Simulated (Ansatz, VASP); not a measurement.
SrTiO3: VASP beside Ansatz

Contents of INCAR:

```
ALGO = Normal
EDIFF = 1E-7
ENCUT = 520
GGA = PE
ISIF = 2
ISMEAR = -1
LASPH = T
LCHARG = T
LELF = T
LREAL = F
LVHAR = T
LWAVE = F
NBANDS = 28
NELM = 80
PREC = Accurate
SIGMA = 0.05
```

The input KPOINTS:

```
k-points
0
Gamma
  7 7 7
```

Contents of POSCAR:

```
SrTiO3
1.0
    3.8787911566      0.0000000000      0.0000000000
    0.0000000000      3.8787911566      0.0000000000
    0.0000000000      0.0000000000      3.8787911566
Sr Ti O
1 1 3
Direct
    0.0000000000      0.0000000000      0.0000000000
    0.5000000000      0.5000000000      0.5000000000
    0.0000000000      0.5000000000      0.5000000000
    0.5000000000      0.0000000000      0.5000000000
    0.5000000000      0.5000000000      0.0000000000
```

Input for Ansatz:

```yaml
crystal:
  lattice:
    - [3.8787911566, 0.0, 0.0]
    - [0.0, 3.8787911566, 0.0]
    - [0.0, 0.0, 3.8787911566]
  atoms:
    - { symbol: Sr, position: [0.0, 0.0, 0.0] }
    - { symbol: Ti, position: [0.5, 0.5, 0.5] }
    - { symbol: O, position: [0.0, 0.5, 0.5] }
    - { symbol: O, position: [0.5, 0.0, 0.5] }
    - { symbol: O, position: [0.5, 0.5, 0.0] }
kpoints:
  mp_grid: { grid: [7, 7, 7] }
  band_path:
    path:
      - [0.0, 0.0, 0.0]
      - [0.0, 0.5, 0.0]
      - [0.5, 0.5, 0.0]
      - [0.0, 0.0, 0.0]
      - [0.5, 0.5, 0.5]
      - [0.0, 0.5, 0.0]
      - [0.5, 0.5, 0.5]
      - [0.5, 0.5, 0.0]
    npoints: 5
scf:
  occupations: { method: fermi_dirac, width: 0.05 }
hamiltonian:
  xc: pbe
  pseudopotentials: { kind: all_electron, lapw: { basis_error: 0.001 } }
output:
  forces: true
  stress: true
  eigenvalues: true
```

Change from the starting cell: volume scaled by 0.98.

Alike in both runs: task single point; functional PBE; k mesh 7 × 7 × 7; occupations fermi-dirac, width 0.05 eV; no spin polarisation.

|  | VASP | Ansatz |
| --- | --- | --- |
| version | VASP 6.6.1 | Ansatz 0.2.0 |
| potentials or method | VASP PAW PBE potentials, release 64 (Sr_sv, Ti_sv, O), cutoff 520 eV | all-electron LAPW, scalar-relativistic |

VASP gave:

| Item | Value |
| --- | --- |
| gap on the k mesh at the Fermi level (eV) | 1.96 |
| pressure (GPa) | 9.0 |

Task: What did Ansatz give for the same quantities?

Result: gap on the k mesh at the Fermi level (eV): 1.99; pressure (GPa): 8.3.

Ansatz ran all-electron here, and VASP with PAW potentials.
